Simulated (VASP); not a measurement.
# BN (e600) (P6_3mc) in VASP: further runs

The runs below take BN (e600) through single point, relaxation of the atoms, with PBEsol.

Program: VASP 6.6.1. These are calculated values, not measurements. Logs are shortened: lines on timing, memory, paths and dates and some standing lists are left out, and cuts for length are marked.

## 1. The cell of the first run

The structure is hexagonal, space group P6_3mc (No. 186). The conventional cell has a = 2.502 Å, b = 2.502 Å, c = 4.210 Å, α = 90.00°, β = 90.00°, γ = 120.00°. B (site symmetry 3m) has 4 N at 1.54 to 1.57 Å within 2.1 Å. N (site symmetry 3m) has 4 B at 1.54 to 1.57 Å within 2.1 Å.

## 2. Single point, PBEsol (strained cell)

File INCAR:

```
SYSTEM = BN
PREC     = Accurate       ! precision mode
ENCUT    = 520            ! plane-wave cutoff, eV
EDIFF    = 1E-6           ! SCF threshold, eV
ISMEAR   = 0              ! smearing method
SIGMA    = 0.02           ! smearing width, eV
LREAL    = .FALSE.        ! projectors in reciprocal space
LASPH    = .TRUE.         ! aspherical terms in the spheres
NELM     = 100            ! most SCF steps
ALGO     = Normal         ! electronic algorithm
ISIF     = 2              ! what is computed and relaxed
LWAVE    = .FALSE.        ! write WAVECAR
LCHARG   = .FALSE.        ! write CHGCAR
GGA      = PS             ! functional
NBANDS   = 16             ! bands
```

File KPOINTS:

```
Automatic mesh
0
G
  9 9 6
  0 0 0
```

File POSCAR:

```
BN
1.0
    2.5024521521      0.0000000000      0.0000000000
   -1.2512260760      2.1671871355      0.0000000000
    0.0000000000      0.0000000000      4.2101764159
B N
2 2
Direct
    0.3333333333      0.6666666667      0.0000751913
    0.6666666667      0.3333333333      0.5000751913
    0.3333333333      0.6666666667      0.3739248087
    0.6666666667      0.3333333333      0.8739248087
```

Potentials or basis: VASP PAW PBE potentials, release 64 (B, N).

On the command line:

```bash
$ cat potpaw_PBE.64/B/POTCAR potpaw_PBE.64/N/POTCAR > POTCAR
$ mpirun -np 1 vasp_std > vasp.out
```

OUTCAR:

```text
SYSTEM = BN
   PREC = Accurate
   ENCUT = 520
   EDIFF = 1E-6
   ISMEAR = 0
   LREAL = .FALSE.
   LASPH = .TRUE.
   NELM = 100
   ISIF = 2
   GGA = PS

 ion  position               nearest neighbor table
   1  0.333  0.667  0.000-   4 1.54   4 1.54   4 1.54   3 1.57
   2  0.667  0.333  0.500-   3 1.54   3 1.54   3 1.54   4 1.57
   3  0.333  0.667  0.374-   2 1.54   2 1.54   2 1.54   1 1.57
   4  0.667  0.333  0.874-   1 1.54   1 1.54   1 1.54   2 1.57

  LATTYP: Found a hexagonal cell.
 ALAT       =     2.5024521521
 C/A-ratio  =     1.6824203461

  Lattice vectors:

 A1 = (   2.5024521521,   0.0000000000,   0.0000000000)
 A2 = (  -1.2512260760,   2.1671871355,   0.0000000000)
 A3 = (   0.0000000000,   0.0000000000,   4.2101764159)

Analysis of symmetry for initial positions (statically):
=====================================================================
 Subroutine PRICEL returns:
 Original cell was already a primitive cell.

 Routine SETGRP: Setting up the symmetry group for a
 hexagonal supercell.

 Subroutine GETGRP returns: Found 12 space group operations
 (whereof  6 operations were pure point group operations)
 out of a pool of 24 trial point group operations.

The static configuration has the point symmetry C_3v.
 The point group associated with its full space group is C_6v.

Analysis of symmetry for dynamics (positions and initial velocities):
=====================================================================
 Subroutine PRICEL returns:
 Original cell was already a primitive cell.

 Routine SETGRP: Setting up the symmetry group for a
 hexagonal supercell.

 Subroutine GETGRP returns: Found 12 space group operations
 (whereof  6 operations were pure point group operations)
 out of a pool of 24 trial point group operations.

The dynamic configuration has the point symmetry C_3v.
 The point group associated with its full space group is C_6v.

 Subroutine INISYM returns: Found 12 space group operations
 (whereof  6 operations are pure point group operations),
 and found     1 'primitive' translations

----------------------------------------------------------------------------------------

                                     Primitive cell

  volume of cell :      22.8330

  direct lattice vectors                    reciprocal lattice vectors
     2.502452152  0.000000000  0.000000000     0.399608040  0.230713810  0.000000000
[... 88 lines left out ...]
   ENCUT  =  520.0 eV  38.22 Ry    6.18 a.u.   4.65  4.65  7.83*2*pi/ulx,y,z
   NELM   =    100;   NELMIN=  2; NELMDL= -5     # of ELM steps
   EDIFF  = 0.1E-05   stopping-criterion for ELM
   LREAL  =      F    real-space projection
   EDIFFG = 0.1E-04   stopping-criterion for IOM
   NSW    =      0    number of steps for IOM
   IBRION =     -1    ionic relax: 0-MD 1-quasi-New 2-CG
   NFREE  =      0    steps in history (QN), initial steepest desc. (CG)
   ISIF   =      2    stress and relaxation
   ISYM   =      2    0-nonsym 1-usesym 2-fastsym
   POTIM  = 0.5000    time-step for ionic-motion
   TEBEG  =    0.0;   TEEND  =   0.0 temperature during run
   PSTRESS=    0.0 pullay stress
   NELECT =      16.0000    total number of electrons
   NUPDOWN=      -1.0000    fix difference up-down
   EMIN   =  10.00;   EMAX   =-10.00  energy-range for DOS
   EFERMI =   0.00;   METHOD = LEGACY
   ISMEAR =     0;   SIGMA  =   0.02  broadening in eV -4-tet -1-fermi 0-gaus
   EFERMI_NEDOS =   21; number of points for ismear=-14 and -15
   IALGO  =     38    algorithm
   IMIX   =      4    mixing-type and parameters
     AMIX     =   0.40;   BMIX     =  1.00
     AMIX_MAG =   1.60;   BMIX_MAG =  1.00
  volume/ion in A,a.u.               =       5.71        38.52
  Fermi-wavevector in a.u.,A,eV,Ry     =   1.454099  2.747849 28.768214  2.114404
  Thomas-Fermi vector in A             =   2.571289
   LORBIT       =      0    0 simple, 1 ext, 2 COOP (PROOUT), +10 PAW based schemes
   GGA     = PS    functional components
   LHFCALC =     F    Hartree Fock is set to
   AEXX    =    0.0000 exact exchange contribution
   IVDW    =     0    specifies the selected vdW correction
   LEPSILON=     F    determine dielectric tensor
   LRPA    =     F    only Hartree local field effects (RPA)
 non-spin polarized calculation
 Gauss-broadening in eV      SIGMA  =   0.02
  energy-cutoff  :      520.00
  volume of cell :       22.83
 maximum number of plane-waves:       628
 NGX is ok and might be reduce to    20
   NGX =  9   NGY =  9   NGZ = 15

 number of electron      15.9999997 magnetization

 Free energy of the ion-electron system (eV)
  ---------------------------------------------------
  ext. energy  EPLUGINS =         0.00000000
  ---------------------------------------------------
  free energy    TOTEN  =       -36.58367645 eV

  energy without entropy =      -36.58367645  energy(sigma->0) =      -36.58367645

 E-fermi :   8.1719     XC(G=0): -13.1760

 val. band max:        7.9900086074   @ k =   0.0000   0.0000   0.0000
 cond. band min:      12.7794949352   @ k =   0.3333   0.3333   0.0000
 fundamental gap:      4.7894863278
 Fermi energy:         8.1719425002

 k-point     1 :       0.0000    0.0000    0.0000
  band No.  band energies     occupation
      1     -12.8783      2.00000
      2      -8.6673      2.00000
      3      -3.4343      2.00000
      4       5.8987      2.00000
      5       5.8987      2.00000
      6       7.5828      2.00000
[... 433 lines left out ...]
      3      -1.5230      2.00000
      4      -0.0774      2.00000
      5      -0.0774      2.00000
      6       1.7152      2.00000
[... 8 lines left out ...]
     15      24.4449      0.00000
     16      24.4449      0.00000

 [... further k-points ...]
[... 5 lines left out ...]
  --------------------------------------------------------------------------------------
  -------------------------------------------------------------------------------------
  Total        2.6199777      2.6199777      0.1102919      0.0000000      0.0000000     -0.0000000
  in kB      183.8424053    183.8424053      7.7391250      0.0000000      0.0000000     -0.0000000
  external PRESSURE =     125.1413119 kB  Pullay stress =       0.0000000 kB

 VOLUME and BASIS-vectors are now :
 -----------------------------------------------------------------------------
  energy-cutoff  :      520.00
  volume of cell :       22.83
      direct lattice vectors                 reciprocal lattice vectors
     2.502452152  0.000000000  0.000000000     0.399608040  0.230713810  0.000000000
    -1.251226076  2.167187135  0.000000000     0.000000000  0.461427619  0.000000000
     0.000000000  0.000000000  4.210176416     0.000000000  0.000000000  0.237519738

 POSITION                                       TOTAL-FORCE (eV/Angst)
 -----------------------------------------------------------------------------------
     -0.00000      1.44479      0.00032        -0.000000     -0.000000      0.009985
      1.25123      0.72240      2.10540         0.000000      0.000000      0.009985
     -0.00000      1.44479      1.57429         0.000000      0.000000     -0.009985
      1.25123      0.72240      3.67938        -0.000000      0.000000     -0.009985
 -----------------------------------------------------------------------------------
    total drift:                               -0.000000      0.000000     -0.000771

  FREE ENERGIE OF THE ION-ELECTRON SYSTEM (eV)
  ---------------------------------------------------
  free  energy   TOTEN  =       -36.5836764522 eV

  energy  without entropy=      -36.5836764522  energy(sigma->0) =      -36.58367645
```

Run time: 16 s. Hardware: 1 thread of Intel Xeon Platinum 8259CL at 2.50GHz (Skylake/Cascade Lake), shared host; peak memory 0.14 GiB.

What came out:

```yaml
Free_energy: -36.5837 eV
Pressure: 12.5 GPa
Largest_force: 0.010 eV/Å
Band_gap_on_the_k_mesh: 4.79 eV, indirect (least direct gap 8.18 eV)
```

Forces in eV/Å, atoms in the order of the input:
```
B    0.000  0.000  0.010
B    0.000  0.000  0.010
N    0.000  0.000 -0.010
N    0.000  0.000 -0.010
```

Caveat: the cell differs from its parent crystal (strained cell); the PAW data sets were made with another functional, which shifts forces and pressure a little.

## 3. Single point, PBEsol

File INCAR:

```
PREC     = Accurate       # precision mode
ENCUT    = 520            # plane-wave cutoff, eV
EDIFF    = 1E-7           # SCF threshold, eV
ISMEAR   = 0              # smearing method
SIGMA    = 0.01           # smearing width, eV
LREAL    = False          # projectors in reciprocal space
LASPH    = True           # aspherical terms in the spheres
NELM     = 100            # most SCF steps
ALGO     = Normal         # electronic algorithm
ISIF     = 2              # what is computed and relaxed
LWAVE    = False          # write WAVECAR
LCHARG   = False          # write CHGCAR
GGA      = PS             # functional
NBANDS   = 16             # bands
```

File KPOINTS:

```
Automatic mesh
0
Gamma
  9 9 6
```

POSCAR is that of step 2.

Potentials or basis: VASP PAW PBE potentials, release 64 (B, N).

On the command line:

```bash
$ cat potpaw_PBE.64/B/POTCAR potpaw_PBE.64/N/POTCAR > POTCAR
$ mpirun -np 1 vasp_std > vasp.out
```

OUTCAR:

```text
PREC = Accurate
   ENCUT = 520
   EDIFF = 1E-7
   ISMEAR = 0
   LREAL = False
   LASPH = True
   NELM = 100
   ISIF = 2
   GGA = PS

 ion  position               nearest neighbor table
   1  0.333  0.667  0.000-   4 1.54   4 1.54   4 1.54   3 1.57
   2  0.667  0.333  0.500-   3 1.54   3 1.54   3 1.54   4 1.57
   3  0.333  0.667  0.374-   2 1.54   2 1.54   2 1.54   1 1.57
   4  0.667  0.333  0.874-   1 1.54   1 1.54   1 1.54   2 1.57

  LATTYP: Found a hexagonal cell.
 ALAT       =     2.5024521521
 C/A-ratio  =     1.6824203461

  Lattice vectors:

 A1 = (   2.5024521521,   0.0000000000,   0.0000000000)
 A2 = (  -1.2512260760,   2.1671871355,   0.0000000000)
 A3 = (   0.0000000000,   0.0000000000,   4.2101764159)

Analysis of symmetry for initial positions (statically):
=====================================================================
 Subroutine PRICEL returns:
 Original cell was already a primitive cell.

 Routine SETGRP: Setting up the symmetry group for a
 hexagonal supercell.

 Subroutine GETGRP returns: Found 12 space group operations
 (whereof  6 operations were pure point group operations)
 out of a pool of 24 trial point group operations.

The static configuration has the point symmetry C_3v.
 The point group associated with its full space group is C_6v.

Analysis of symmetry for dynamics (positions and initial velocities):
=====================================================================
 Subroutine PRICEL returns:
 Original cell was already a primitive cell.

 Routine SETGRP: Setting up the symmetry group for a
 hexagonal supercell.

 Subroutine GETGRP returns: Found 12 space group operations
 (whereof  6 operations were pure point group operations)
 out of a pool of 24 trial point group operations.

The dynamic configuration has the point symmetry C_3v.
 The point group associated with its full space group is C_6v.

 Subroutine INISYM returns: Found 12 space group operations
[... 123 lines left out ...]
  Fermi-wavevector in a.u.,A,eV,Ry     =   1.454099  2.747849 28.768214  2.114404
  Thomas-Fermi vector in A             =   2.571289
   LORBIT       =      0    0 simple, 1 ext, 2 COOP (PROOUT), +10 PAW based schemes
   GGA     = PS    functional components
   LHFCALC =     F    Hartree Fock is set to
   AEXX    =    0.0000 exact exchange contribution
   IVDW    =     0    specifies the selected vdW correction
   LEPSILON=     F    determine dielectric tensor
   LRPA    =     F    only Hartree local field effects (RPA)
 non-spin polarized calculation
 Gauss-broadening in eV      SIGMA  =   0.01
  energy-cutoff  :      520.00
  volume of cell :       22.83
 maximum number of plane-waves:       628
 NGX is ok and might be reduce to    20
   NGX =  9   NGY =  9   NGZ = 15

 number of electron      15.9999997 magnetization

 Free energy of the ion-electron system (eV)
  ---------------------------------------------------
  ext. energy  EPLUGINS =         0.00000000
  ---------------------------------------------------
  free energy    TOTEN  =       -36.58367648 eV

  energy without entropy =      -36.58367648  energy(sigma->0) =      -36.58367648

 E-fermi :   8.0380     XC(G=0): -13.1760

 val. band max:        7.9898122370   @ k =   0.0000   0.0000   0.0000
 cond. band min:      12.7795481114   @ k =   0.3333   0.3333   0.0000
 fundamental gap:      4.7897358744
 Fermi energy:         8.0380092006

 k-point     1 :       0.0000    0.0000    0.0000
  band No.  band energies     occupation
      1     -12.8783      2.00000
      2      -8.6674      2.00000
      3      -3.4344      2.00000
      4       5.8986      2.00000
      5       5.8986      2.00000
      6       7.5826      2.00000
[... 433 lines left out ...]
      3      -1.5231      2.00000
      4      -0.0775      2.00000
      5      -0.0775      2.00000
      6       1.7151      2.00000
[... 8 lines left out ...]
     15      24.4448      0.00000
     16      24.4448      0.00000

 [... further k-points ...]

------------------------ aborting loop because EDIFF is reached ----------------------------------------

  FORCE on cell =-STRESS in cart. coord.  units (eV):
  Direction    XX          YY          ZZ          XY          YZ          ZX
  --------------------------------------------------------------------------------------
  -------------------------------------------------------------------------------------
  Total        2.6211999      2.6211999      0.1115563      0.0000000      0.0000000      0.0000000
  in kB      183.9281610    183.9281610      7.8278425      0.0000000      0.0000000      0.0000000
  external PRESSURE =     125.2280548 kB  Pullay stress =       0.0000000 kB

 VOLUME and BASIS-vectors are now :
 -----------------------------------------------------------------------------
  energy-cutoff  :      520.00
  volume of cell :       22.83
      direct lattice vectors                 reciprocal lattice vectors
     2.502452152  0.000000000  0.000000000     0.399608040  0.230713810  0.000000000
    -1.251226076  2.167187135  0.000000000     0.000000000  0.461427619  0.000000000
     0.000000000  0.000000000  4.210176416     0.000000000  0.000000000  0.237519738

 POSITION                                       TOTAL-FORCE (eV/Angst)
 -----------------------------------------------------------------------------------
     -0.00000      1.44479      0.00032        -0.000000      0.000000      0.009813
      1.25123      0.72240      2.10540         0.000000     -0.000000      0.009813
     -0.00000      1.44479      1.57429        -0.000000      0.000000     -0.009813
      1.25123      0.72240      3.67938         0.000000     -0.000000     -0.009813
 -----------------------------------------------------------------------------------
    total drift:                               -0.000000      0.000000     -0.000396

  FREE ENERGIE OF THE ION-ELECTRON SYSTEM (eV)
  ---------------------------------------------------
  free  energy   TOTEN  =       -36.5836764799 eV

  energy  without entropy=      -36.5836764799  energy(sigma->0) =      -36.58367648
```

stdout:

```text
POSCAR found type information on POSCAR B N
 POSCAR found :  2 types and       4 ions
 scaLAPACK will be used
 -----------------------------------------------------------------------------
|                                                                             |
|                                                                             |
|     You enforced a specific xc type in the INCAR file but a different       |
|     I HOPE YOU KNOW WHAT YOU ARE DOING!                                     |
|                                                                             |
 -----------------------------------------------------------------------------

 LDA part: xc-table for (Slater+PW92), standard interpolation
 POSCAR, INCAR and KPOINTS ok, starting setup
 FFT: planning ... GRIDC
 FFT: planning ... GRID_SOFT
 FFT: planning ... GRID
 WAVECAR not read
 entering main loop
```

Wall time 20 s (1 thread of Intel Xeon Platinum 8259CL at 2.50GHz (Skylake/Cascade Lake), shared host); peak memory 0.13 GiB.

What came out:

- Free energy: -36.5837 eV
- Pressure: 12.5 GPa
- Largest force: 0.010 eV/Å
- Band gap on the k mesh: 4.79 eV, indirect (least direct gap 8.18 eV)

Forces on the atoms (eV/Å):
```
B    0.000  0.000  0.010
B    0.000  0.000  0.010
N    0.000  0.000 -0.010
N    0.000  0.000 -0.010
```

Stress tensor (GPa, compression positive):
```
18.39  0.00  0.00
 0.00 18.39  0.00
 0.00  0.00  0.78
```

Levels at points of the mesh, in eV from the valence-band top:
| k point | band 6 | band 7 | band 8 | band 9 | band 10 | band 11 |
| --- | --- | --- | --- | --- | --- | --- |
| (0.00, 0.00, 0.00) | -0.41 | 0.00 | 0.00 | 8.18 | 8.58 | 8.58 |
| (0.00, 0.00, 0.50) | -1.16 | -1.16 | -1.16 | 9.94 | 9.94 | 10.14 |

Caveat: the PAW data sets were made with another functional, which shifts forces and pressure a little. A k mesh can miss the band edges.

(Part 1 of 2 ends here.)
